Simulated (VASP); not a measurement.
Crystal: AlN.

```
CELL_PARAMETERS angstrom
3.11300 0.00000 0.00000
-1.55650 2.69594 0.00000
0.00000 0.00000 4.98100
ATOMIC_POSITIONS crystal
Al 0.33333 0.66667 0.00000
Al 0.66667 0.33333 0.50000
N 0.33333 0.66667 0.38000
N 0.66667 0.33333 0.88000
```

- Program: VASP 6.6.1
- Task: relaxation of cell and atoms
- Functional: slater exchange, pbe correlation
- Potentials or basis: VASP PAW PBE potentials, release 64 (Al, N)
- Cutoff: 600 eV
- k mesh: 7 × 7 × 4, shifted
- Occupations: methfessel-paxton, width 0.1 eV
- Spin: no spin polarisation

At the start: pressure -9.3 GPa; volume 10.45 Å³/atom.

**Question.** How do energy, volume and symmetry change on relaxing?

**Answer.** Over 8 steps the energy falls by 14.4 meV/atom and the volume is 9.99 Å³/atom (-4.4 %); space group P6_3mc (No. 186, to 0.1 Å) before and after.

The path:
| step | energy change (eV) | largest force (eV/Å) | pressure (GPa) | volume (Å³) |
| --- | --- | --- | --- | --- |
| 1 | 0.0000 | 0.1365 | -9.26 | 41.80 |
| 2 | 0.0004 | 0.0674 | 10.81 | 38.25 |
| 3 | -0.0563 | 0.0492 | -0.05 | 39.98 |
| 4 | -0.0563 | 0.0470 | 0.15 | 39.94 |
| 5 | -0.0572 | 0.0355 | 0.15 | 39.93 |
| 6 | -0.0576 | 0.0206 | 0.16 | 39.92 |
| 7 | -0.0575 | 0.0295 | -0.22 | 39.98 |
| 8 | -0.0576 | 0.0003 | 0.01 | 39.94 |

Final structure:
```yaml
crystal:
  lattice:
    - [3.07176, 0.00000, 0.00000]
    - [-1.53588, 2.66022, 0.00000]
    - [0.00000, 0.00000, 4.88828]
  atoms:
    - { symbol: Al, position: [0.33333, 0.66667, 0.99818] }
    - { symbol: Al, position: [0.66667, 0.33333, 0.49818] }
    - { symbol: N, position: [0.33333, 0.66667, 0.38182] }
    - { symbol: N, position: [0.66667, 0.33333, 0.88182] }
```

Caveat: the PAW data sets were made with another functional, which shifts forces and pressure a little.
